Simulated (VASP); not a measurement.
# LiCl (rocksalt type) (Fm-3m) in VASP: electric field gradients with LDA

Aim: the electric field gradients of LiCl (rocksalt type) with LDA.

Everything below comes from runs of VASP 6.6.1. Logs are shortened: lines on timing, memory, paths and dates and some standing lists are left out, and cuts for length are marked.

## (1) The cell of the first run

It takes space group Fm-3m (No. 225, cubic). Conventional cell: a = 5.080 Å, b = 5.080 Å, c = 5.080 Å, α = 90.00°, β = 90.00°, γ = 90.00°. Li (site symmetry m-3m) has 6 Cl at 2.54 Å within 3.4 Å. Cl (site symmetry m-3m) has 6 Li at 2.54 Å within 3.4 Å.

## (2) Electric field gradients, LDA (16.39 Å³/atom)

Contents of INCAR:

```
PREC     = Accurate       # precision mode
ENCUT    = 520            # plane-wave cutoff, eV
EDIFF    = 1E-8           # SCF threshold, eV
ISMEAR   = -1             # smearing method
SIGMA    = 0.05           # smearing width, eV
LREAL    = False          # projectors in reciprocal space
LASPH    = True           # aspherical terms in the spheres
NELM     = 80             # most SCF steps
ALGO     = Normal         # electronic algorithm
ISIF     = 2              # what is computed and relaxed
LWAVE    = False          # write WAVECAR
LCHARG   = False          # write CHGCAR
LEFG     = True         
NBANDS   = 12             # bands
```

Contents of KPOINTS:

```
regular mesh
0
Gamma
  14 14 14
```

Contents of POSCAR:

```
LiCl
1.0
    0.0000000000      2.5400472488      2.5400472488
    2.5400472488      0.0000000000      2.5400472488
    2.5400472488      2.5400472488      0.0000000000
Li Cl
1 1
Direct
    0.0000000000      0.0000000000      0.0000000000
    0.5000000000      0.5000000000      0.5000000000
```

Potentials or basis: VASP PAW LDA potentials, release 64 (Li_sv, Cl).

Run with:

```
cat potpaw_LDA.64/Li_sv/POTCAR potpaw_LDA.64/Cl/POTCAR > POTCAR
mpirun -np 1 vasp_std > vasp.out
```

OUTCAR:

```text
PREC = Accurate
   ENCUT = 520
   EDIFF = 1E-8
   ISMEAR = -1
   LREAL = False
   LASPH = True
   NELM = 80
   ISIF = 2

 ion  position               nearest neighbor table
   1  0.000  0.000  0.000-   2 2.54   2 2.54   2 2.54   2 2.54   2 2.54   2 2.54
   2  0.500  0.500  0.500-   1 2.54   1 2.54   1 2.54   1 2.54   1 2.54   1 2.54

  LATTYP: Found a face centered cubic cell.
 ALAT       =     5.0800944976

  Lattice vectors:

 A1 = (   0.0000000000,   2.5400472488,   2.5400472488)
 A2 = (   2.5400472488,   0.0000000000,   2.5400472488)
 A3 = (   2.5400472488,   2.5400472488,   0.0000000000)

Analysis of symmetry for initial positions (statically):
=====================================================================
 Subroutine PRICEL returns:
 Original cell was already a primitive cell.

 Routine SETGRP: Setting up the symmetry group for a
 face centered cubic supercell.

 Subroutine GETGRP returns: Found 48 space group operations
 (whereof 48 operations were pure point group operations)
 out of a pool of 48 trial point group operations.

The static configuration has the point symmetry O_h .

Analysis of symmetry for dynamics (positions and initial velocities):
=====================================================================
 Subroutine PRICEL returns:
 Original cell was already a primitive cell.

 Routine SETGRP: Setting up the symmetry group for a
 face centered cubic supercell.

 Subroutine GETGRP returns: Found 48 space group operations
 (whereof 48 operations were pure point group operations)
 out of a pool of 48 trial point group operations.

The dynamic configuration has the point symmetry O_h .

 Subroutine INISYM returns: Found 48 space group operations
 (whereof 48 operations are pure point group operations),
 and found     1 'primitive' translations

----------------------------------------------------------------------------------------

                                     Primitive cell

  volume of cell :      32.7760

  direct lattice vectors                    reciprocal lattice vectors
     0.000000000  2.540047249  2.540047249    -0.196846732  0.196846732  0.196846732
     2.540047249  0.000000000  2.540047249     0.196846732 -0.196846732  0.196846732
     2.540047249  2.540047249  0.000000000     0.196846732  0.196846732 -0.196846732

  length of vectors
     3.592169268  3.592169268  3.592169268     0.340948541  0.340948541  0.340948541

  position of ions in fractional coordinates (direct lattice)
     0.000000000  0.000000000  0.000000000
     0.500000000  0.500000000  0.500000000

  ion indices of the primitive-cell ions
   primitive index   ion index
                 1           1
                 2           2

----------------------------------------------------------------------------------------

 KPOINTS: regular mesh

Automatic generation of k-mesh.
 Grid dimensions read from file:
 generate k-points for:   14   14   14

 Generating k-lattice:

  Cartesian coordinates                     Fractional coordinates (reciprocal lattice)
    -0.014060481  0.014060481  0.014060481     0.071428571  0.000000000  0.000000000
     0.014060481 -0.014060481  0.014060481     0.000000000  0.071428571  0.000000000
     0.014060481  0.014060481 -0.014060481     0.000000000  0.000000000  0.071428571

  Length of vectors
     0.024353467  0.024353467  0.024353467

  Shift w.r.t. Gamma in fractional coordinates (k-lattice)
     0.000000000  0.000000000  0.000000000

 Subroutine IBZKPT returns following result:
 ===========================================

 Found    104 irreducible k-points:

 Following reciprocal coordinates:
            Coordinates               Weight
  0.000000  0.000000  0.000000      1.000000
  0.071429  0.000000  0.000000      8.000000
  0.142857  0.000000  0.000000      8.000000
  0.214286  0.000000  0.000000      8.000000
  0.285714  0.000000  0.000000      8.000000
  0.357143  0.000000  0.000000      8.000000
[... 16 lines left out ...]
  0.214286  0.142857  0.000000     24.000000
  0.285714  0.142857  0.000000     24.000000
 [... further k-points ...]
   k-points           NKPTS =    104   k-points in BZ     NKDIM =    104   number of bands    NBANDS=     12
   number of dos      NEDOS =    301   number of ions     NIONS =      2
   total plane-waves  NPLWV =  21952
   dimension x,y,z NGX =    28 NGY =   28 NGZ =   28
   dimension x,y,z NGXF=    56 NGYF=   56 NGZF=   56
   ions per type =               1   1
   NGX,Y,Z   is equivalent  to a cutoff of  12.96, 12.96, 12.96 a.u.
   NGXF,Y,Z  is equivalent  to a cutoff of  25.92, 25.92, 25.92 a.u.
 SYSTEM =  unknown system
   PREC   = accura    normal or accurate (medium, high low for compatibility)
   ISTART =      0    job   : 0-new  1-cont  2-samecut
   ICHARG =      2    charge: 1-file 2-atom 10-const
   ISPIN  =      1    spin polarized calculation?
   LNONCOLLINEAR =      F non collinear calculations
   LSORBIT =      F    spin-orbit coupling
   LASPH  =      T    aspherical Exc in radial PAW
   ENCUT  =  520.0 eV  38.22 Ry    6.18 a.u.   6.68  6.68  6.68*2*pi/ulx,y,z
   NELM   =     80;   NELMIN=  2; NELMDL= -5     # of ELM steps
   EDIFF  = 0.1E-07   stopping-criterion for ELM
   LREAL  =      F    real-space projection
   EDIFFG = 0.1E-06   stopping-criterion for IOM
   NSW    =      0    number of steps for IOM
   IBRION =     -1    ionic relax: 0-MD 1-quasi-New 2-CG
   NFREE  =      0    steps in history (QN), initial steepest desc. (CG)
   ISIF   =      2    stress and relaxation
   ISYM   =      2    0-nonsym 1-usesym 2-fastsym
   POTIM  = 0.5000    time-step for ionic-motion
   TEBEG  =    0.0;   TEEND  =   0.0 temperature during run
   PSTRESS=    0.0 pullay stress
   NELECT =      10.0000    total number of electrons
   NUPDOWN=      -1.0000    fix difference up-down
   EMIN   =  10.00;   EMAX   =-10.00  energy-range for DOS
   EFERMI =   0.00;   METHOD = LEGACY
   ISMEAR =    -1;   SIGMA  =   0.05  broadening in eV -4-tet -1-fermi 0-gaus
   EFERMI_NEDOS =   21; number of points for ismear=-14 and -15
   IALGO  =     38    algorithm
   IMIX   =      4    mixing-type and parameters
     AMIX     =   0.40;   BMIX     =  1.00
     AMIX_MAG =   1.60;   BMIX_MAG =  1.00
  volume/ion in A,a.u.               =      16.39       110.59
  Fermi-wavevector in a.u.,A,eV,Ry     =   1.102105  2.082677 16.526123  1.214636
  Thomas-Fermi vector in A             =   2.238543
   LORBIT       =      0    0 simple, 1 ext, 2 COOP (PROOUT), +10 PAW based schemes
   GGA     = CA    functional components
   LHFCALC =     F    Hartree Fock is set to
   AEXX    =    0.0000 exact exchange contribution
   IVDW    =     0    specifies the selected vdW correction
   LEPSILON=     F    determine dielectric tensor
   LRPA    =     F    only Hartree local field effects (RPA)
 non-spin polarized calculation
  energy-cutoff  :      520.00
  volume of cell :       32.78
 maximum number of plane-waves:       905
   NGX = 13   NGY = 13   NGZ = 13

 number of electron      10.0000000 magnetization

 number of electron       9.9999999 magnetization

 Free energy of the ion-electron system (eV)
  ---------------------------------------------------
  ext. energy  EPLUGINS =         0.00000000
  ---------------------------------------------------
  free energy    TOTEN  =        -8.07906294 eV

  energy without entropy =       -8.07906294  energy(sigma->0) =       -8.07906294

 E-fermi :   1.8591     XC(G=0):  -9.2886

 val. band max:        0.6834005253   @ k =  -0.0714   0.0714   0.0000
 cond. band min:       6.8541177287   @ k =   0.0000   0.0000   0.0000
 fundamental gap:      6.1707172034
 Fermi energy:         1.8591224335

 k-point     1 :       0.0000    0.0000    0.0000
  band No.  band energies     occupation
      1     -41.7482      2.00000
      2     -12.7527      2.00000
      3       0.6784      2.00000
      4       0.6784      2.00000
      5       0.6784      2.00000
      6       6.8541      0.00000
      7      12.4404      0.00000
      8      12.4404      0.00000
      9      12.4404      0.00000
     10      14.9552      0.00000
     11      14.9552      0.00000
     12      14.9552      0.00000
[... 331 lines left out ...]
 k-point    24 :       0.2857    0.1429    0.0000
  band No.  band energies     occupation
      1     -41.7459      2.00000
      2     -12.3963      2.00000
      3      -0.9810      2.00000
      4       0.2234      2.00000
      5       0.2652      2.00000
      6       8.4719      0.00000
      7      10.3792      0.00000
      8      10.6842      0.00000
      9      12.0198      0.00000
     10      13.5466      0.00000
     11      15.9905      0.00000
     12      17.1706      0.00000

 [... further k-points ...]
[... 5 lines left out ...]
  --------------------------------------------------------------------------------------
  -------------------------------------------------------------------------------------
  Total       -0.5119492     -0.5119492     -0.5119492      0.0000000      0.0000000     -0.0000000
  in kB      -25.0254617    -25.0254617    -25.0254617      0.0000000      0.0000000     -0.0000000
  external PRESSURE =     -25.0254617 kB  Pullay stress =       0.0000000 kB

 VOLUME and BASIS-vectors are now :
 -----------------------------------------------------------------------------
  energy-cutoff  :      520.00
  volume of cell :       32.78
      direct lattice vectors                 reciprocal lattice vectors
     0.000000000  2.540047249  2.540047249    -0.196846732  0.196846732  0.196846732
     2.540047249  0.000000000  2.540047249     0.196846732 -0.196846732  0.196846732
     2.540047249  2.540047249  0.000000000     0.196846732  0.196846732 -0.196846732

 POSITION                                       TOTAL-FORCE (eV/Angst)
 -----------------------------------------------------------------------------------
      0.00000      0.00000      0.00000         0.000000     -0.000000      0.000000
      2.54005      2.54005      2.54005        -0.000000      0.000000     -0.000000
 -----------------------------------------------------------------------------------
    total drift:                                0.000000      0.000000      0.000000

  FREE ENERGIE OF THE ION-ELECTRON SYSTEM (eV)
  ---------------------------------------------------
  free  energy   TOTEN  =        -8.0790629413 eV

  energy  without entropy=       -8.0790629413  energy(sigma->0) =       -8.07906294

 Electric field gradients (V/A^2)
---------------------------------------------------------------------
 ion       V_xx      V_yy      V_zz      V_xy      V_xz      V_yz
---------------------------------------------------------------------
   1       0.000     0.000     0.000    -0.000    -0.000    -0.000
   2      -0.000     0.000     0.000     0.001     0.001     0.001
---------------------------------------------------------------------

 Electric field gradients after diagonalization (V/A^2)
 (convention: |V_zz| > |V_xx| > |V_yy|)
----------------------------------------------------------------------
 ion       V_xx      V_yy      V_zz     asymmetry (V_yy - V_xx)/ V_zz
----------------------------------------------------------------------
   1       0.000     0.000    -0.000       0.000
   2      -0.001    -0.001     0.001       0.000
----------------------------------------------------------------------

           NMR quadrupolar parameters

 Cq : quadrupolar parameter    Cq=e*Q*V_zz/h
 eta: asymmetry parameters     (V_yy - V_xx)/ V_zz
 Q  : nuclear electric quadrupole moment in mb (millibarn)
----------------------------------------------------------------------
 ion       Cq(MHz)       eta       Q (mb)
----------------------------------------------------------------------
   1      -0.000       0.000       1.000
   2       0.000       0.000       1.000
----------------------------------------------------------------------
```

Wall time 72 s (1 thread of Intel Xeon 8259CL, shared host); peak memory 0.16 GiB.

Results:

| Property | Result |
| --- | --- |
| Free energy | -8.0791 eV |
| Band gap on the k mesh | 6.17 eV |
| Largest electric field gradient by atom | under 0.05 V/Å² on every atom |

Levels at points of the mesh, in eV from the valence-band top:
| k point | band 2 | band 3 | band 4 | band 5 | band 6 | band 7 | band 8 | band 9 |
| --- | --- | --- | --- | --- | --- | --- | --- | --- |
| (0.00, 0.00, 0.00) | -13.44 | -0.01 | -0.01 | -0.01 | 6.17 | 11.76 | 11.76 | 11.76 |
| (0.50, 0.00, 0.00) | -12.81 | -3.02 | -0.28 | -0.28 | 6.44 | 9.22 | 9.22 | 12.96 |
| (0.50, 0.50, 0.00) | -12.53 | -3.14 | -1.20 | -1.20 | 7.70 | 7.96 | 12.34 | 13.94 |

Caveat: the cutoff is under 1.25 times the usual one of these potentials, so pressure, stress and relaxed cells hold a basis-set (Pulay) error. A k mesh can miss the band edges.
